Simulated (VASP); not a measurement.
# Zn7CuSe8 (F-43m) in VASP: single point with PBEsol+U

Aim: the single point of Zn7CuSe8 with PBEsol+U.

All numbers are computed with VASP 6.6.1; they aren't measurements. Logs are shortened: lines on timing, memory, paths and dates and some standing lists are left out, and cuts for length are marked.

## 1. The cell of the first run

Symmetry: F-43m, No. 216, cubic system. The conventional cell has a = 11.335 Å, b = 11.335 Å, c = 11.335 Å, α = 90.00°, β = 90.00°, γ = 90.00°. Within 3.2 Å of Cu (site symmetry -43m) lie 4 Se at 2.42 Å. Within 3.2 Å of Zn (site symmetry 2mm) lie 4 Se at 2.45 to 2.47 Å. Within 3.2 Å of Zn (site symmetry -43m) lie 4 Se at 2.46 Å. Within 3.2 Å of Se (site symmetry 3m) lie 1 Cu at 2.42 Å and 3 Zn at 2.45 Å. Within 3.2 Å of Se (site symmetry 3m) lie 4 Zn at 2.46 to 2.47 Å.

## 2. Single point, PBEsol+U, collinear spin

Input file INCAR:

```
  PREC = Accurate
  ENCUT = 520
  EDIFF = 1E-6
  ISMEAR = 0
  SIGMA = 0.05
  LREAL = Auto
  LASPH = T
  NELM = 150
  ALGO = Normal
  ISIF = 2
  LWAVE = F
  LCHARG = F
  ISPIN = 2
  MAGMOM = 1 0 0 0 0 0 0 0 0 0 0 0 0 0 0 0
  LORBIT = 11
  LMAXMIX = 4
  LDAU = T
  LDAUTYPE = 2
  LDAUL = 2 -1 -1
  LDAUU = 5 0 0
  LDAUJ = 0 0 0
  LDAUPRINT = 1
  GGA = PS
  NBANDS = 90
```

Input file KPOINTS:

```
regular mesh
0
Gamma
  3 3 3
```

Input file POSCAR:

```
Zn7CuSe8
1.0
    0.0000000000      5.6676000000      5.6676000000
    5.6676000000      0.0000000000      5.6676000000
    5.6676000000      5.6676000000      0.0000000000
Cu Zn Se
1 7 8
Direct
    0.0000000000      0.0000000000      0.0000000000
    0.0026788009      0.0026788009      0.4973211991
    0.0026788009      0.4973211991      0.0026788009
    0.0026788009      0.4973211991      0.4973211991
    0.4973211991      0.0026788009      0.0026788009
    0.4973211991      0.0026788009      0.4973211991
    0.4973211991      0.4973211991      0.0026788009
    0.5000000000      0.5000000000      0.5000000000
    0.1230622006      0.1230622006      0.1230622006
    0.1230622006      0.1230622006      0.6308133982
    0.1230622006      0.6308133982      0.1230622006
    0.1243922146      0.6252025951      0.6252025951
    0.6308133982      0.1230622006      0.1230622006
    0.6252025951      0.1243922146      0.6252025951
    0.6252025951      0.6252025951      0.1243922146
    0.6252025951      0.6252025951      0.6252025951
```

Potentials or basis: VASP PAW PBE potentials, release 64 (Cu, Zn, Se).

Command:

```console
$ cat potpaw_PBE.64/Cu/POTCAR potpaw_PBE.64/Zn/POTCAR potpaw_PBE.64/Se/POTCAR > POTCAR
$ mpirun -np 1 vasp_std > vasp.out
```

OUTCAR:

```text
PREC = Accurate
   ENCUT = 520
   EDIFF = 1E-6
   ISMEAR = 0
   LREAL = Auto
   LASPH = T
   NELM = 150
   ISIF = 2
   ISPIN = 2
   LORBIT = 11
   GGA = PS

 ion  position               nearest neighbor table
   1  0.000  0.000  0.000-  10 2.42  11 2.42  13 2.42   9 2.42
   2  0.003  0.003  0.497-   9 2.45  10 2.45  12 2.47  14 2.47
   3  0.003  0.497  0.003-   9 2.45  11 2.45  15 2.47  12 2.47
   4  0.003  0.497  0.497-  10 2.45  11 2.45  12 2.47  16 2.47
   5  0.497  0.003  0.003-   9 2.45  13 2.45  15 2.47  14 2.47
   6  0.497  0.003  0.497-  10 2.45  13 2.45  14 2.47  16 2.47
[... 8 lines left out ...]
  15  0.625  0.625  0.124-   8 2.46   7 2.47   3 2.47   5 2.47
  16  0.625  0.625  0.625-   8 2.46   6 2.47   7 2.47   4 2.47

  LATTYP: Found a face centered cubic cell.
 ALAT       =    11.3352000000

  Lattice vectors:

 A1 = (   0.0000000000,   5.6676000000,   5.6676000000)
 A2 = (   5.6676000000,   0.0000000000,   5.6676000000)
 A3 = (   5.6676000000,   5.6676000000,   0.0000000000)

Analysis of symmetry for initial positions (statically):
=====================================================================
 Subroutine PRICEL returns:
 Original cell was already a primitive cell.

 Routine SETGRP: Setting up the symmetry group for a
 face centered cubic supercell.

 Subroutine GETGRP returns: Found 24 space group operations
 (whereof 24 operations were pure point group operations)
 out of a pool of 48 trial point group operations.

The static configuration has the point symmetry T_d .

Analysis of symmetry for dynamics (positions and initial velocities):
=====================================================================
 Subroutine PRICEL returns:
 Original cell was already a primitive cell.

 Routine SETGRP: Setting up the symmetry group for a
 face centered cubic supercell.

 Subroutine GETGRP returns: Found 24 space group operations
 (whereof 24 operations were pure point group operations)
 out of a pool of 48 trial point group operations.

The dynamic configuration has the point symmetry T_d .

Analysis of structural, dynamic, and magnetic symmetry:
=====================================================================
 Subroutine PRICEL returns:
 Original cell was already a primitive cell.

 Routine SETGRP: Setting up the symmetry group for a
 face centered cubic supercell.

 Subroutine GETGRP returns: Found 24 space group operations
 (whereof 24 operations were pure point group operations)
 out of a pool of 48 trial point group operations.

The overall configuration has the point symmetry T_d .

 Subroutine INISYM returns: Found 24 space group operations
 (whereof 24 operations are pure point group operations),
 and found     1 'primitive' translations

----------------------------------------------------------------------------------------

                                     Primitive cell

  volume of cell :     364.1058

  direct lattice vectors                    reciprocal lattice vectors
     0.000000000  5.667600000  5.667600000    -0.088220764  0.088220764  0.088220764
     5.667600000  0.000000000  5.667600000     0.088220764 -0.088220764  0.088220764
     5.667600000  5.667600000  0.000000000     0.088220764  0.088220764 -0.088220764

  length of vectors
     8.015196786  8.015196786  8.015196786     0.152802845  0.152802845  0.152802845

  position of ions in fractional coordinates (direct lattice)
     0.000000000  0.000000000  0.000000000
     0.002678801  0.002678801  0.497321199
     0.002678801  0.497321199  0.002678801
     0.002678801  0.497321199  0.497321199
     0.497321199  0.002678801  0.002678801
     0.497321199  0.002678801  0.497321199
[... 8 lines left out ...]
     0.625202595  0.625202595  0.124392215
[... 99 lines left out ...]
   J (eV)           for each species LDAUJ =   0.0  0.0  0.0
   GGA     = PS    functional components
   LHFCALC =     F    Hartree Fock is set to
   AEXX    =    0.0000 exact exchange contribution
   IVDW    =     0    specifies the selected vdW correction
   LEPSILON=     F    determine dielectric tensor
   LRPA    =     F    only Hartree local field effects (RPA)
 spin polarized calculation
 Gauss-broadening in eV      SIGMA  =   0.05
  energy-cutoff  :      520.00
  volume of cell :      364.11
 maximum number of plane-waves:      9841
   NGX = 29   NGY = 29   NGZ = 29

atom =   1  type =  1  l = 2

 onsite density matrix

spin component  1

  0.9351  0.0000 -0.0000  0.0000 -0.0000
  0.0000  0.9351  0.0000 -0.0000  0.0000
 -0.0000  0.0000  0.9493  0.0000 -0.0000
  0.0000 -0.0000  0.0000  0.9351  0.0000
 -0.0000  0.0000 -0.0000  0.0000  0.9493

spin component  2

  0.9325  0.0000 -0.0000  0.0000  0.0000
  0.0000  0.9325  0.0000 -0.0000  0.0000
 -0.0000  0.0000  0.9493  0.0000 -0.0000
  0.0000 -0.0000  0.0000  0.9325  0.0000
  0.0000  0.0000 -0.0000  0.0000  0.9493

 occupancies and eigenvectors

  o =  0.9325  v =  0.0000  0.0000  0.0000  0.0000  0.0000  0.0000 -0.0339 -0.0000  0.9994  0.0000      0.0000  0.0000  0.0000  0.0000  0.0000  0.0000  0.0000  0.0000  0.0000  0.0000
  o =  0.9325  v =  0.0000  0.0000  0.0000  0.0000  0.0000  1.0000  0.0000  0.0000  0.0000  0.0000      0.0000  0.0000  0.0000  0.0000  0.0000  0.0000  0.0000  0.0000  0.0000  0.0000
  o =  0.9325  v =  0.0000  0.0000  0.0000  0.0000  0.0000  0.0000  0.9994  0.0000  0.0339 -0.0000      0.0000  0.0000  0.0000  0.0000  0.0000  0.0000  0.0000  0.0000  0.0000  0.0000
  o =  0.9351  v =  0.0000  0.9998 -0.0000  0.0187 -0.0000  0.0000  0.0000  0.0000  0.0000  0.0000      0.0000  0.0000  0.0000  0.0000  0.0000  0.0000  0.0000  0.0000  0.0000  0.0000
  o =  0.9351  v =  1.0000  0.0000  0.0000  0.0000  0.0000  0.0000  0.0000  0.0000  0.0000  0.0000      0.0000  0.0000  0.0000  0.0000  0.0000  0.0000  0.0000  0.0000  0.0000  0.0000
  o =  0.9351  v =  0.0000 -0.0187  0.0000  0.9998 -0.0000  0.0000  0.0000  0.0000  0.0000  0.0000      0.0000  0.0000  0.0000  0.0000  0.0000  0.0000  0.0000  0.0000  0.0000  0.0000
  o =  0.9493  v =  0.0000  0.0000  0.0000  0.0000  0.0000  0.0000  0.0000 -1.0000 -0.0000  0.0001      0.0000  0.0000  0.0000  0.0000  0.0000  0.0000  0.0000  0.0000  0.0000  0.0000
  o =  0.9493  v =  0.0000  0.0000  0.0000  0.0000  0.0000  0.0000  0.0000  0.0001 -0.0000  1.0000      0.0000  0.0000  0.0000  0.0000  0.0000  0.0000  0.0000  0.0000  0.0000  0.0000
  o =  0.9493  v =  0.0000 -0.0000 -1.0000 -0.0000 -0.0001  0.0000  0.0000  0.0000  0.0000  0.0000      0.0000  0.0000  0.0000  0.0000  0.0000  0.0000  0.0000  0.0000  0.0000  0.0000
  o =  0.9493  v =  0.0000  0.0000 -0.0001  0.0000  1.0000  0.0000  0.0000  0.0000  0.0000  0.0000      0.0000  0.0000  0.0000  0.0000  0.0000  0.0000  0.0000  0.0000  0.0000  0.0000

 number of electron     143.0000034 magnetization       0.0433401

 Free energy of the ion-electron system (eV)
  ---------------------------------------------------
  ext. energy  EPLUGINS =         0.00000000
  ---------------------------------------------------
  free energy    TOTEN  =       -53.77948097 eV

  energy without entropy =      -53.76413852  energy(sigma->0) =      -53.77180975

 E-fermi :   1.5602     XC(G=0):  -9.5206

 val. band max:        1.4263004871   @ k =  -0.3333   0.3333   0.0000
 cond. band min:       1.5708013802   @ k =   0.3333   0.0000   0.0000
 fundamental gap:      0.1445008931
 Fermi energy:         1.5601802133

 spin component 1

 k-point     1 :       0.0000    0.0000    0.0000
  band No.  band energies     occupation
      1     -11.7046      1.00000
      2     -10.9289      1.00000
      3     -10.9289      1.00000
      4     -10.9289      1.00000
      5     -10.9045      1.00000
      6     -10.6578      1.00000
[... 333 lines left out ...]
     82       6.5450      0.00000
     83       6.5857      0.00000
 Fermi energy:         1.5601802133

 spin component 2

 k-point     1 :       0.0000    0.0000    0.0000
  band No.  band energies     occupation
      1     -11.7018      1.00000
      2     -10.9258      1.00000
      3     -10.9258      1.00000
      4     -10.9258      1.00000
      5     -10.9010      1.00000
      6     -10.6541      1.00000
[... 333 lines left out ...]
     82       6.5458      0.00000
     83       6.5869      0.00000
 [bands above 83 left out]

------------------------ aborting loop because EDIFF is reached ----------------------------------------

  FORCE on cell =-STRESS in cart. coord.  units (eV):
  Direction    XX          YY          ZZ          XY          YZ          ZX
  --------------------------------------------------------------------------------------
  -------------------------------------------------------------------------------------
  Total       -4.2797976     -4.2797976     -4.2797976     -0.0000000     -0.0000000      0.0000000
  in kB      -18.8324248    -18.8324248    -18.8324248     -0.0000000     -0.0000000      0.0000000
  external PRESSURE =     -18.8324248 kB  Pullay stress =       0.0000000 kB

 VOLUME and BASIS-vectors are now :
 -----------------------------------------------------------------------------
  energy-cutoff  :      520.00
  volume of cell :      364.11
      direct lattice vectors                 reciprocal lattice vectors
     0.000000000  5.667600000  5.667600000    -0.088220764  0.088220764  0.088220764
     5.667600000  0.000000000  5.667600000     0.088220764 -0.088220764  0.088220764
     5.667600000  5.667600000  0.000000000     0.088220764  0.088220764 -0.088220764

 POSITION                                       TOTAL-FORCE (eV/Angst)
 -----------------------------------------------------------------------------------
      0.00000      0.00000      0.00000         0.000000      0.000000      0.000000
      2.83380      2.83380      0.03036         0.000000      0.000000     -0.015257
      2.83380      0.03036      2.83380         0.000000     -0.015257      0.000000
      5.63724      2.83380      2.83380         0.015257      0.000000      0.000000
      0.03036      2.83380      2.83380        -0.015257      0.000000      0.000000
      2.83380      5.63724      2.83380         0.000000      0.015257      0.000000
[... 8 lines left out ...]
      4.24840      4.24840      7.08680        -0.011136     -0.011136      0.011136
      7.08680      7.08680      7.08680         0.011136      0.011136      0.011136
 -----------------------------------------------------------------------------------
    total drift:                                0.000002      0.000002      0.000002

  FREE ENERGIE OF THE ION-ELECTRON SYSTEM (eV)
  ---------------------------------------------------
  free  energy   TOTEN  =       -53.7794809696 eV

  energy  without entropy=      -53.7641385220  energy(sigma->0) =      -53.77180975

 total charge

# of ion       s       p       d       tot
------------------------------------------
    1        0.365   0.324   9.377  10.066
    2        0.540   0.445   9.778  10.763
    3        0.540   0.445   9.778  10.763
    4        0.540   0.445   9.778  10.763
    5        0.540   0.445   9.778  10.763
    6        0.540   0.445   9.778  10.763
[... 8 lines left out ...]
   15        1.440   2.396   0.029   3.866
   16        1.440   2.396   0.029   3.866
--------------------------------------------------
tot         15.677  22.524  78.083 116.284

 magnetization (x)

# of ion       s       p       d       tot
------------------------------------------
    1       -0.000   0.001   0.008   0.009
    2       -0.000   0.000   0.000   0.000
    3       -0.000   0.000   0.000   0.000
    4       -0.000   0.000   0.000   0.000
    5       -0.000   0.000   0.000   0.000
    6       -0.000   0.000   0.000   0.000
[... 8 lines left out ...]
   15        0.000   0.001   0.000   0.001
   16        0.000   0.001   0.000   0.001
--------------------------------------------------
tot         -0.000   0.024   0.011   0.035
```

It took 19 min on 1 thread of Intel Xeon 8259CL, shared host; peak memory 0.75 GiB.

Results:

- Free energy: -53.7795 eV
- Pressure: -1.9 GPa
- Largest force: 0.101 eV/Å
- Net moment: 0.04 μB per cell
- Valence electrons inside the program's atomic spheres: Cu 10.07; Zn 10.76, 10.77 (each value once); Se 3.85, 3.87 (each value once)

Forces in eV/Å, atoms in the order of the input:
```
Cu   0.000  0.000  0.000
Zn   0.000  0.000 -0.015
Zn   0.000 -0.015  0.000
Zn   0.015  0.000  0.000
Zn  -0.015  0.000  0.000
Zn   0.000  0.015  0.000
Zn   0.000  0.000  0.015
Zn   0.000  0.000  0.000
Se  -0.058 -0.058 -0.058
Se   0.058  0.058 -0.058
Se   0.058 -0.058  0.058
Se   0.011 -0.011 -0.011
Se  -0.058  0.058  0.058
Se  -0.011  0.011 -0.011
Se  -0.011 -0.011  0.011
Se   0.011  0.011  0.011
```

Levels at points of the mesh, in eV from the Fermi level:
Spin up:
```tsv
k point	band 68	band 69	band 70	band 71	band 72	band 73	band 74	band 75
(0.00, 0.00, 0.00)	-0.59	-0.59	0.24	0.24	0.24	1.27	2.46	2.46
```
Spin down:
```tsv
k point	band 69	band 70	band 71	band 72	band 73	band 74
(0.00, 0.00, 0.00)	-0.58	0.25	0.25	0.25	1.27	2.46
```

Eigenvalues of the final occupation matrices:
```tsv
site	spin	trace	eigenvalues
site 1 d	1	4.70	0.94 0.94 0.94 0.95 0.95
site 1 d	2	4.70	0.93 0.93 0.93 0.95 0.95
```

Caveat: the PAW data sets were made with another functional, which shifts forces and pressure a little.
